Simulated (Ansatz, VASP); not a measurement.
## LiF: VASP beside Ansatz

INCAR

```
PREC = Accurate
ENCUT = 520
EDIFF = 1E-6
ISMEAR = 0
SIGMA = 0.01
LREAL = False
LASPH = True
NELM = 100
ALGO = Normal
ISIF = 2
LWAVE = False
LCHARG = True
GGA = PE
LELF = True
LVHAR = True
NBANDS = 18
```

KPOINTS

```
Automatic mesh
0
Gamma
  12 12 6
```

File POSCAR:

```
LiF
1.0
    2.7757075657      0.0000000000      0.0000000000
   -1.3878537829      2.4038332654      0.0000000000
    0.0000000000      0.0000000000      4.7826938478
Li F
2 2
Direct
    0.0000000000      0.0000000000      0.0000000000
    0.0000000000      0.0000000000      0.5000000000
    0.3333333333      0.6666666667      0.2500000000
    0.6666666667      0.3333333333      0.7500000000
```

Input for Ansatz:

```yaml
crystal:
  lattice:
    - [2.7757075657, 0.0, 0.0]
    - [-1.3878537829, 2.4038332654, 0.0]
    - [0.0, 0.0, 4.7826938478]
  atoms:
    - { symbol: Li, position: [0.0, 0.0, 0.0] }
    - { symbol: Li, position: [0.0, 0.0, 0.5] }
    - { symbol: F, position: [0.3333333333, 0.6666666667, 0.25] }
    - { symbol: F, position: [0.6666666667, 0.3333333333, 0.75] }
kpoints:
  mp_grid: { grid: [12, 12, 6] }
  band_path:
    path:
      - [0.0, 0.0, 0.0]
      - [0.5, 0.0, 0.0]
      - [0.3333333333, 0.3333333333, 0.0]
      - [0.0, 0.0, 0.5]
      - [0.5, 0.0, 0.5]
      - [0.3333333333, 0.3333333333, 0.5]
      - [-0.020833, 0.0, 0.0]
    npoints: 1
hamiltonian:
  xc: pbe
scf:
  occupations: { method: fixed }
  n_extra_bands: 5
output:
  forces: true
  stress: true
  eigenvalues: true
```

Alike in both runs: task single point; functional PBE; k mesh 12 × 12 × 6; no spin polarisation.

```csv
,VASP,Ansatz
version,VASP 6.6.1,Ansatz 0.2.0
potentials or method,"VASP PAW PBE potentials, release 64 (Li_sv, F)","plane waves, PAW"
plane-wave cutoff (eV),520,420
occupations,"gaussian, width 0.01 eV",fixed
valence electrons in the cell,20,20
```

Ansatz gave:

| Item | Value |
| --- | --- |
| gap on the k mesh at the Fermi level (eV) | 9.21 |

Problem. Estimate VASP's values.

Solution. gap on the k mesh at the Fermi level (eV): 9.22.

Noted on VASP's run: the cutoff is short for stress, so the pressure is rough.
